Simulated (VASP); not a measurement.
# Bi2Te3 (R-3m) in VASP: notebook

Bi2Te3 is run at these levels: PBE; tasks: single point.

All numbers are computed with VASP 6.6.1; they aren't measurements. Logs are shortened: lines on timing, memory, paths and dates and some standing lists are left out, and cuts for length are marked.

## 1. The cell of the first run

It takes space group R-3m (No. 166, trigonal). Conventional cell: a = 4.501 Å, b = 4.501 Å, c = 30.467 Å, α = 90.00°, β = 90.00°, γ = 120.00°. Within 4.1 Å of Bi (site symmetry 3m) lie 6 Te at 3.09 to 3.28 Å. Te (site symmetry 3m) has 3 Bi at 3.09 Å and 3 Te at 3.85 Å within 4.1 Å. Te (site symmetry -3m) has 6 Bi at 3.28 Å within 4.3 Å.

## 2. Single point, PBE (epitaxial xy strain +2.5%)

Contents of INCAR:

```
SYSTEM = Bi2Te3
PREC = Accurate
ENCUT = 520
EDIFF = 1E-6
ISMEAR = -1
SIGMA = 0.02
LREAL = .FALSE.
LASPH = .TRUE.
NELM = 80
ALGO = Normal
ISIF = 2
LWAVE = .FALSE.
LCHARG = .TRUE.
GGA = PE
LELF = .TRUE.
LVHAR = .TRUE.
NBANDS = 32
```

Contents of KPOINTS:

```
Automatic mesh
0
G
  8 8 8
  0 0 0
```

Contents of POSCAR:

```
Bi2Te3
1.0
    2.2506187317      1.2993953306     10.1557529589
   -2.2506187317      1.2993953306     10.1557529589
    0.0000000000     -2.5987906612     10.1557529589
Bi Te
2 3
Direct
    0.3987586621      0.3987586621      0.3987586621
    0.6012413379      0.6012413379      0.6012413379
    0.2132719452      0.2132719452      0.2132719452
    0.7867280548      0.7867280548      0.7867280548
    0.0000000000      0.0000000000      0.0000000000
```

Potentials or basis: VASP PAW PBE potentials, release 64 (Bi_d, Te).

On the command line:

```bash
> cat potpaw_PBE.64/Bi_d/POTCAR potpaw_PBE.64/Te/POTCAR > POTCAR
> mpirun -np 1 vasp_std > vasp.out
```

OUTCAR:

```text
SYSTEM = Bi2Te3
   PREC = Accurate
   ENCUT = 520
   EDIFF = 1E-6
   ISMEAR = -1
   LREAL = .FALSE.
   LASPH = .TRUE.
   NELM = 80
   ISIF = 2
   GGA = PE

 ion  position               nearest neighbor table
   1  0.399  0.399  0.399-   4 3.09   4 3.09   4 3.09   5 3.28   5 3.28   5 3.28
   2  0.601  0.601  0.601-   3 3.09   3 3.09   3 3.09   5 3.28   5 3.28   5 3.28
   3  0.213  0.213  0.213-   2 3.09   2 3.09   2 3.09
   4  0.787  0.787  0.787-   1 3.09   1 3.09   1 3.09
   5  0.000  0.000  0.000-   2 3.28   2 3.28   1 3.28   1 3.28   2 3.28   1 3.28

  LATTYP: Found a trigonal (rhomboedric) cell.
 ALAT       =    10.4829876974
 COS(alpha) =     0.9078142694

  Lattice vectors:

 A1 = (   2.2506187317,   1.2993953306,  10.1557529589)
 A2 = (  -2.2506187317,   1.2993953306,  10.1557529589)
 A3 = (   0.0000000000,  -2.5987906612,  10.1557529589)

Analysis of symmetry for initial positions (statically):
=====================================================================
 Subroutine PRICEL returns:
 Original cell was already a primitive cell.

 Routine SETGRP: Setting up the symmetry group for a
 trigonal (rhombohedral) supercell.

 Subroutine GETGRP returns: Found 12 space group operations
 (whereof 12 operations were pure point group operations)
 out of a pool of 12 trial point group operations.

The static configuration has the point symmetry D_3d.

Analysis of symmetry for dynamics (positions and initial velocities):
=====================================================================
 Subroutine PRICEL returns:
 Original cell was already a primitive cell.

 Routine SETGRP: Setting up the symmetry group for a
 trigonal (rhombohedral) supercell.

 Subroutine GETGRP returns: Found 12 space group operations
 (whereof 12 operations were pure point group operations)
 out of a pool of 12 trial point group operations.

The dynamic configuration has the point symmetry D_3d.

 Subroutine INISYM returns: Found 12 space group operations
 (whereof 12 operations are pure point group operations),
 and found     1 'primitive' translations

----------------------------------------------------------------------------------------

                                     Primitive cell

  volume of cell :     178.1996

  direct lattice vectors                    reciprocal lattice vectors
     2.250618732  1.299395331 10.155752959     0.222161130  0.128264788  0.032822119
    -2.250618732  1.299395331 10.155752959    -0.222161130  0.128264788  0.032822119
     0.000000000 -2.598790661 10.155752959     0.000000000 -0.256529576  0.032822119

  length of vectors
    10.482987697 10.482987697 10.482987697     0.258620794  0.258620794  0.258620794

  position of ions in fractional coordinates (direct lattice)
     0.398758662  0.398758662  0.398758662
     0.601241338  0.601241338  0.601241338
     0.213271945  0.213271945  0.213271945
     0.786728055  0.786728055  0.786728055
     0.000000000  0.000000000  0.000000000

  ion indices of the primitive-cell ions
   primitive index   ion index
                 1           1
                 2           2
                 3           3
                 4           4
                 5           5

----------------------------------------------------------------------------------------

 KPOINTS: Automatic mesh

Automatic generation of k-mesh.
 Grid dimensions read from file:
 generate k-points for:    8    8    8

 Generating k-lattice:

  Cartesian coordinates                     Fractional coordinates (reciprocal lattice)
     0.027770141  0.016033099  0.004102765     0.125000000 -0.000000000  0.000000000
    -0.027770141  0.016033099  0.004102765    -0.000000000  0.125000000  0.000000000
     0.000000000 -0.032066197  0.004102765     0.000000000  0.000000000  0.125000000

  Length of vectors
     0.032327599  0.032327599  0.032327599

  Shift w.r.t. Gamma in fractional coordinates (k-lattice)
     0.000000000  0.000000000  0.000000000

 Subroutine IBZKPT returns following result:
 ===========================================

 Found     65 irreducible k-points:

 Following reciprocal coordinates:
            Coordinates               Weight
  0.000000  0.000000  0.000000      1.000000
  0.125000  0.000000 -0.000000      6.000000
  0.250000  0.000000 -0.000000      6.000000
  0.375000  0.000000  0.000000      6.000000
  0.500000  0.000000 -0.000000      3.000000
  0.125000  0.125000 -0.000000      6.000000
[... 16 lines left out ...]
  0.250000  0.125000  0.125000      6.000000
  0.375000  0.125000  0.125000      6.000000
 [... further k-points ...]
   k-points           NKPTS =     65   k-points in BZ     NKDIM =     65   number of bands    NBANDS=     32
   number of dos      NEDOS =    301   number of ions     NIONS =      5
   total plane-waves  NPLWV = 512000
   dimension x,y,z NGX =    80 NGY =   80 NGZ =   80
   dimension x,y,z NGXF=   160 NGYF=  160 NGZF=  160
   ions per type =               2   3
   NGX,Y,Z   is equivalent  to a cutoff of  12.69, 12.69, 12.69 a.u.
   NGXF,Y,Z  is equivalent  to a cutoff of  25.37, 25.37, 25.37 a.u.
 SYSTEM =  Bi2Te3
   PREC   = accura    normal or accurate (medium, high low for compatibility)
   ISTART =      0    job   : 0-new  1-cont  2-samecut
   ICHARG =      2    charge: 1-file 2-atom 10-const
   ISPIN  =      1    spin polarized calculation?
   LNONCOLLINEAR =      F non collinear calculations
   LSORBIT =      F    spin-orbit coupling
   LASPH  =      T    aspherical Exc in radial PAW
   ENCUT  =  520.0 eV  38.22 Ry    6.18 a.u.  19.49 19.49 19.49*2*pi/ulx,y,z
   NELM   =     80;   NELMIN=  2; NELMDL= -5     # of ELM steps
   EDIFF  = 0.1E-05   stopping-criterion for ELM
   LREAL  =      F    real-space projection
   EDIFFG = 0.1E-04   stopping-criterion for IOM
   NSW    =      0    number of steps for IOM
   IBRION =     -1    ionic relax: 0-MD 1-quasi-New 2-CG
   NFREE  =      0    steps in history (QN), initial steepest desc. (CG)
   ISIF   =      2    stress and relaxation
   ISYM   =      2    0-nonsym 1-usesym 2-fastsym
   POTIM  = 0.5000    time-step for ionic-motion
   TEBEG  =    0.0;   TEEND  =   0.0 temperature during run
   PSTRESS=    0.0 pullay stress
   NELECT =      48.0000    total number of electrons
   NUPDOWN=      -1.0000    fix difference up-down
   EMIN   =  10.00;   EMAX   =-10.00  energy-range for DOS
   EFERMI =   0.00;   METHOD = LEGACY
   ISMEAR =    -1;   SIGMA  =   0.02  broadening in eV -4-tet -1-fermi 0-gaus
   EFERMI_NEDOS =   21; number of points for ismear=-14 and -15
   IALGO  =     38    algorithm
   IMIX   =      4    mixing-type and parameters
     AMIX     =   0.40;   BMIX     =  1.00
     AMIX_MAG =   1.60;   BMIX_MAG =  1.00
  volume/ion in A,a.u.               =      35.64       240.51
  Fermi-wavevector in a.u.,A,eV,Ry     =   1.057271  1.997953 15.208895  1.117822
  Thomas-Fermi vector in A             =   2.192538
   LORBIT       =      0    0 simple, 1 ext, 2 COOP (PROOUT), +10 PAW based schemes
   GGA     = PE    functional components
   LHFCALC =     F    Hartree Fock is set to
   AEXX    =    0.0000 exact exchange contribution
   IVDW    =     0    specifies the selected vdW correction
   LEPSILON=     F    determine dielectric tensor
   LRPA    =     F    only Hartree local field effects (RPA)
 non-spin polarized calculation
  energy-cutoff  :      520.00
  volume of cell :      178.20
 maximum number of plane-waves:      4856
 NGX is ok and might be reduce to    80
   NGX = 39   NGY = 39   NGZ = 39

 number of electron      47.9999997 magnetization

 Free energy of the ion-electron system (eV)
  ---------------------------------------------------
  ext. energy  EPLUGINS =         0.00000000
  ---------------------------------------------------
  free energy    TOTEN  =       -18.37655591 eV

  energy without entropy =      -18.37655149  energy(sigma->0) =      -18.37655370

 E-fermi :   5.5470     XC(G=0):  -9.0737

 val. band max:        5.4363356619   @ k =   0.0000   0.0000   0.0000
 cond. band min:       5.6568416577   @ k =   0.0000   0.0000   0.0000
 fundamental gap:      0.2205059958
 Fermi energy:         5.5470062511

 k-point     1 :       0.0000    0.0000    0.0000
  band No.  band energies     occupation
      1     -17.5822      2.00000
      2     -17.5822      2.00000
      3     -17.5808      2.00000
      4     -17.5808      2.00000
      5     -17.5791      2.00000
      6     -17.5780      2.00000
[... 24 lines left out ...]
     31      10.7020      0.00000
     32      11.1990      0.00000

 k-point     2 :       0.1250    0.0000   -0.0000
  band No.  band energies     occupation
      1     -17.5834      2.00000
      2     -17.5818      2.00000
      3     -17.5813      2.00000
      4     -17.5799      2.00000
      5     -17.5782      2.00000
      6     -17.5773      2.00000
[... 24 lines left out ...]
     31      10.1908      0.00000
     32      10.6603      0.00000

 k-point     3 :       0.2500    0.0000   -0.0000
  band No.  band energies     occupation
      1     -17.5867      2.00000
      2     -17.5846      2.00000
      3     -17.5801      2.00000
      4     -17.5784      2.00000
      5     -17.5776      2.00000
      6     -17.5755      2.00000
[... 24 lines left out ...]
     31       9.5044      0.00000
     32      10.9421      0.00000

 k-point     4 :       0.3750    0.0000    0.0000
  band No.  band energies     occupation
      1     -17.5900      2.00000
      2     -17.5875      2.00000
      3     -17.5801      2.00000
      4     -17.5783      2.00000
      5     -17.5775      2.00000
      6     -17.5757      2.00000
[... 24 lines left out ...]
     31       9.7230      0.00000
     32      10.8469      0.00000

 k-point     5 :       0.5000    0.0000   -0.0000
  band No.  band energies     occupation
      1     -17.5915      2.00000
      2     -17.5888      2.00000
      3     -17.5802      2.00000
      4     -17.5787      2.00000
      5     -17.5774      2.00000
      6     -17.5761      2.00000
[... 584 lines left out ...]
     31      10.5958      0.00000
     32      11.5670      0.00000

 k-point    22 :       0.1250    0.1250    0.1250
  band No.  band energies     occupation
      1     -17.5822      2.00000
      2     -17.5822      2.00000
      3     -17.5808      2.00000
      4     -17.5808      2.00000
      5     -17.5791      2.00000
      6     -17.5780      2.00000
[... 24 lines left out ...]
     31      10.7116      0.00000
     32      11.1474      0.00000

 k-point    23 :       0.2500    0.1250    0.1250
  band No.  band energies     occupation
      1     -17.5834      2.00000
      2     -17.5818      2.00000
      3     -17.5813      2.00000
      4     -17.5799      2.00000
      5     -17.5782      2.00000
      6     -17.5773      2.00000
[... 24 lines left out ...]
     31      10.1697      0.00000
     32      10.8022      0.00000

 k-point    24 :       0.3750    0.1250    0.1250
  band No.  band energies     occupation
      1     -17.5866      2.00000
      2     -17.5846      2.00000
      3     -17.5801      2.00000
      4     -17.5784      2.00000
      5     -17.5776      2.00000
      6     -17.5755      2.00000
[... 24 lines left out ...]
     31       9.5706      0.00000
     32      11.0096      0.00000

 [... further k-points ...]

------------------------ aborting loop because EDIFF is reached ----------------------------------------

  FORCE on cell =-STRESS in cart. coord.  units (eV):
  Direction    XX          YY          ZZ          XY          YZ          ZX
  --------------------------------------------------------------------------------------
  -------------------------------------------------------------------------------------
  Total        0.1229084      0.1229084      1.4294474      0.0000000      0.0000000      0.0000000
  in kB        1.1050595      1.1050595     12.8520428      0.0000000      0.0000000      0.0000000
  external PRESSURE =       5.0207206 kB  Pullay stress =       0.0000000 kB

 VOLUME and BASIS-vectors are now :
 -----------------------------------------------------------------------------
  energy-cutoff  :      520.00
  volume of cell :      178.20
      direct lattice vectors                 reciprocal lattice vectors
     2.250618732  1.299395331 10.155752959     0.222161130  0.128264788  0.032822119
    -2.250618732  1.299395331 10.155752959    -0.222161130  0.128264788  0.032822119
     0.000000000 -2.598790661 10.155752959     0.000000000 -0.256529576  0.032822119

 POSITION                                       TOTAL-FORCE (eV/Angst)
 -----------------------------------------------------------------------------------
      0.00000      0.00000     12.14908         0.000000     -0.000000     -0.053591
      0.00000      0.00000     18.31818         0.000000     -0.000000      0.053591
      0.00000      0.00000      6.49781         0.000000     -0.000000     -0.159482
      0.00000      0.00000     23.96945         0.000000      0.000000      0.159482
      0.00000      0.00000      0.00000         0.000000     -0.000000      0.000000
 -----------------------------------------------------------------------------------
    total drift:                               -0.000000     -0.000000     -0.000000

  FREE ENERGIE OF THE ION-ELECTRON SYSTEM (eV)
  ---------------------------------------------------
  free  energy   TOTEN  =       -18.3765559144 eV

  energy  without entropy=      -18.3765514865  energy(sigma->0) =      -18.37655370
```

Run time: 55 min. Hardware: 1 thread of Oxide Virtual Turin-like, shared host; peak memory 1 GiB.

What came out:

```yaml
Free_energy: -18.3766 eV
Pressure: 0.5 GPa
Largest_force: 0.159 eV/Å
Band_gap_on_the_k_mesh: 0.22 eV, direct
```

Forces in eV/Å, atoms in the order of the input:
```
Bi   0.000  0.000 -0.054
Bi   0.000  0.000  0.054
Te   0.000  0.000 -0.159
Te   0.000  0.000  0.159
Te   0.000  0.000  0.000
```

Caveat: the cell differs from its parent crystal (epitaxial xy strain +2.5%); spin-orbit coupling is left out, which moves the levels of the heavy elements. A k mesh can miss the band edges.

## 3. Single point, PBE

This run uses another cell than the first one, of 34.92 Å³/atom, 0.980 times its volume.

Contents of INCAR:

```
ALGO = Normal
EDIFF = 1E-7
ENCUT = 520
GGA = PE
ISIF = 2
ISMEAR = -1
LASPH = T
LCHARG = F
LREAL = F
LWAVE = F
NBANDS = 32
NELM = 100
PREC = Accurate
SIGMA = 0.02
```

Contents of KPOINTS:

```
k-points
0
Gamma
  8 8 8
```

Contents of POSCAR:

```
Bi2Te3
1.0
    2.1957256037      1.2677027684     10.4535440908
   -2.1957256037      1.2677027684     10.4535440908
    0.0000000000     -2.5354055367     10.4535440908
Bi Te
2 3
Direct
    0.3983611977      0.3983611977      0.3983611977
    0.6016388023      0.6016388023      0.6016388023
    0.2135932510      0.2135932510      0.2135932510
    0.7864067490      0.7864067490      0.7864067490
    0.0000000000      0.0000000000      0.0000000000
```

Potentials or basis: VASP PAW PBE potentials, release 64 (Bi_d, Te).

On the command line:

```bash
> cat potpaw_PBE.64/Bi_d/POTCAR potpaw_PBE.64/Te/POTCAR > POTCAR
> mpirun -np 1 vasp_std > vasp.out
```

OUTCAR:

```text
EDIFF = 1E-7
   ENCUT = 520
   GGA = PE
   ISIF = 2
   ISMEAR = -1
   LASPH = T
   LREAL = F
   NELM = 100
   PREC = Accurate

 ion  position               nearest neighbor table
   1  0.398  0.398  0.398-   4 3.06   4 3.06   4 3.06   5 3.25   5 3.25   5 3.25
   2  0.602  0.602  0.602-   3 3.06   3 3.06   3 3.06   5 3.25   5 3.25   5 3.25
   3  0.214  0.214  0.214-   2 3.06   2 3.06   2 3.06
   4  0.786  0.786  0.786-   1 3.06   1 3.06   1 3.06
   5  0.000  0.000  0.000-   2 3.25   2 3.25   1 3.25   1 3.25   2 3.25   1 3.25

  LATTYP: Found a trigonal (rhomboedric) cell.
 ALAT       =    10.7566196035
 COS(alpha) =     0.9166636439

  Lattice vectors:

 A1 = (   2.1957256037,   1.2677027684,  10.4535440908)
 A2 = (  -2.1957256037,   1.2677027684,  10.4535440908)
 A3 = (   0.0000000000,  -2.5354055367,  10.4535440908)

Analysis of symmetry for initial positions (statically):
=====================================================================
 Subroutine PRICEL returns:
 Original cell was already a primitive cell.

[... 175 lines left out ...]

 val. band max:        5.7165157800   @ k =   0.0000   0.0000   0.0000
 cond. band min:       6.1491211124   @ k =   0.0000   0.0000   0.0000
 fundamental gap:      0.4326053324
 Fermi energy:         5.9330900781

 k-point     1 :       0.0000    0.0000    0.0000
  band No.  band energies     occupation
      1     -17.3615      2.00000
      2     -17.3615      2.00000
      3     -17.3601      2.00000
      4     -17.3601      2.00000
      5     -17.3535      2.00000
      6     -17.3522      2.00000
[... 829 lines left out ...]
     31       9.7754      0.00000
     32      11.3198      0.00000

 [... further k-points ...]

------------------------ aborting loop because EDIFF is reached ----------------------------------------

  FORCE on cell =-STRESS in cart. coord.  units (eV):
  Direction    XX          YY          ZZ          XY          YZ          ZX
  --------------------------------------------------------------------------------------
  -------------------------------------------------------------------------------------
  Total        1.7895361      1.7895361      1.5858338      0.0000000      0.0000000      0.0000000
  in kB       16.4225558     16.4225558     14.5531817      0.0000000      0.0000000      0.0000000
  external PRESSURE =      15.7994311 kB  Pullay stress =       0.0000000 kB

 VOLUME and BASIS-vectors are now :
 -----------------------------------------------------------------------------
  energy-cutoff  :      520.00
  volume of cell :      174.59
      direct lattice vectors                 reciprocal lattice vectors
     2.195725604  1.267702768 10.453544091     0.227715157  0.131471407  0.031887112
    -2.195725604  1.267702768 10.453544091    -0.227715157  0.131471407  0.031887112
     0.000000000 -2.535405537 10.453544091     0.000000000 -0.262942814  0.031887112

 POSITION                                       TOTAL-FORCE (eV/Angst)
 -----------------------------------------------------------------------------------
      0.00000      0.00000     12.49286         0.000000     -0.000000     -0.069704
      0.00000      0.00000     18.86777         0.000000      0.000000      0.069704
      0.00000      0.00000      6.69842         0.000000     -0.000000     -0.175504
      0.00000      0.00000     24.66221         0.000000      0.000000      0.175504
      0.00000      0.00000      0.00000        -0.000000      0.000000      0.000000
 -----------------------------------------------------------------------------------
    total drift:                               -0.000000      0.000000      0.000000

  FREE ENERGIE OF THE ION-ELECTRON SYSTEM (eV)
  ---------------------------------------------------
  free  energy   TOTEN  =       -18.3710653055 eV

  energy  without entropy=      -18.3710652637  energy(sigma->0) =      -18.37106528
```

Run time: 48 min. Hardware: 1 thread of Oxide Virtual Turin-like, shared host; peak memory 1.1 GiB.

What came out:

```
Free energy            : -18.3711 eV
Pressure               : 1.6 GPa
Largest force          : 0.176 eV/Å
Band gap on the k mesh : 0.43 eV, direct
```

Forces on the atoms (eV/Å):
```
Bi   0.000  0.000 -0.070
Bi   0.000  0.000  0.070
Te   0.000  0.000 -0.176
Te   0.000  0.000  0.176
Te   0.000  0.000  0.000
```

Stress tensor (GPa, compression positive):
```
1.64 0.00 0.00
0.00 1.64 0.00
0.00 0.00 1.46
```

Caveat: spin-orbit coupling is left out, which moves the levels of the heavy elements. A k mesh can miss the band edges.
